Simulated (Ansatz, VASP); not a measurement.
## One calculation of Te, two programs

INCAR

```
SYSTEM = Te
ALGO = Normal
EDIFF = 1E-7
ENCUT = 520
GGA = PS
ISIF = 2
ISMEAR = 0
LASPH = .True.
LCHARG = .False.
LREAL = .False.
LWAVE = .False.
NBANDS = 9
NELM = 100
PREC = Accurate
SIGMA = 0.15
```

KPOINTS

```
k-points
0
Gamma
  15 15 15
  0 0 0
```

File POSCAR:

```
Te
1.0
    2.2304349474      1.2877422174      1.7608878954
   -2.2304349474      1.2877422174      1.7608878954
    0.0000000000     -2.5754844346      1.7608878955
Te
1
Direct
    0.5000000000      0.5000000000      0.5000000000
```

Input for Ansatz:

```yaml
crystal:
  lattice:
    - [2.2304349474, 1.2877422174, 1.7608878954]
    - [-2.2304349474, 1.2877422174, 1.7608878954]
    - [0.0, -2.5754844346, 1.7608878955]
  atoms:
    - { symbol: Te, position: [0.5, 0.5, 0.5] }
basis:
  ecutwfc: 420
kpoints:
  mp_grid: { grid: [15, 15, 15] }
hamiltonian:
  xc: pbesol
  pseudopotentials: { kind: paw }
scf:
  occupations: { method: gaussian, width: 0.15 }
output:
  forces: true
  stress: true
  eigenvalues: true
```

Alike in both runs: task single point; functional PBEsol; k mesh 15 × 15 × 15; occupations gaussian, width 0.15 eV; no spin polarisation.

|  | VASP | Ansatz |
| --- | --- | --- |
| version | VASP 6.6.1 | Ansatz 0.2.0 |
| potentials or method | VASP PAW PBE potentials, release 64 (Te), cutoff 520 eV | scalar-relativistic, plane waves, PAW |
| valence electrons in the cell | 6 | 16 |

```tsv
	VASP	Ansatz	Ansatz less VASP
gap on the k mesh at the Fermi level (eV)	none	none	-
pressure (GPa)	1.8	1.7	-0.06
traceless stress, the component that is largest in VASP (GPa)	-0.06	-0.06	+0.006
```

VASP's potentials were made for PBE, not for PBEsol. A gap of «none» marks a metal or a gap that the smearing closes. The functional is the same, so the differences come from potentials, cutoffs and numerics. VASP's potentials hold 6 valence electrons a cell and Ansatz's 16, so a difference there can come from the potentials and not from the codes.

Neither program's run includes spin-orbit coupling.
